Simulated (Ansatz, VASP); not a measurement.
## Two plane-wave programs on YAl7N8

```
Y Al N
1.0
     3.18893   -0.02223    5.08990
     3.18893    0.02223   -5.08990
    -3.18893    5.55749   -0.02422
Y Al N
1 7 8
Cartesian
  0.0000 1.9090 -0.0155
  -1.5596 4.6482 -0.0365
  3.1889 1.8133 -0.0327
  1.5596 4.6482 -0.0365
  1.6122 0.8963 -2.5231
  1.5767 0.8741 2.5668
  0.0000 3.7540 -2.6384
  0.0000 3.7048 2.6051
  3.1889 1.8772 -2.9167
  3.1889 1.8302 1.9688
  1.6246 4.6312 -3.2018
  1.5643 4.6090 1.8881
  1.7257 0.8264 -0.6504
  0.0000 3.9178 -0.7669
  4.6522 0.8264 -0.6504
  3.1889 3.7149 -0.5584
```

Alike in both runs: functional r2SCAN; k mesh 4 × 4 × 4; occupations gaussian, width 0.1 eV; no spin polarisation.

Ansatz relaxed the structure, and its values are those at the end. VASP's run is a single point on that final structure, the one shown.

|  | VASP | Ansatz |
| --- | --- | --- |
| version | VASP 6.6.1 | Ansatz 0.2.0 |
| potentials or method | VASP PAW PBE potentials, release 64 (Y_sv, Al, N), cutoff 520 eV | scalar-relativistic, plane waves, PAW |
| valence electrons in the cell | 72 | 72 |

```csv
,VASP,Ansatz,Ansatz less VASP
gap on the k mesh at the Fermi level (eV),3.81,3.78,-0.032
least direct gap on the mesh (eV),3.98,3.95,-0.031
pressure (GPa),-0.3,0.0,+0.28
rms of the force components (eV/Å),0.009,0.008,-0.0010
```

VASP's potentials were made for PBE, not for r2SCAN. With one functional, cell and mesh, what is left measures potentials, basis and numerics.
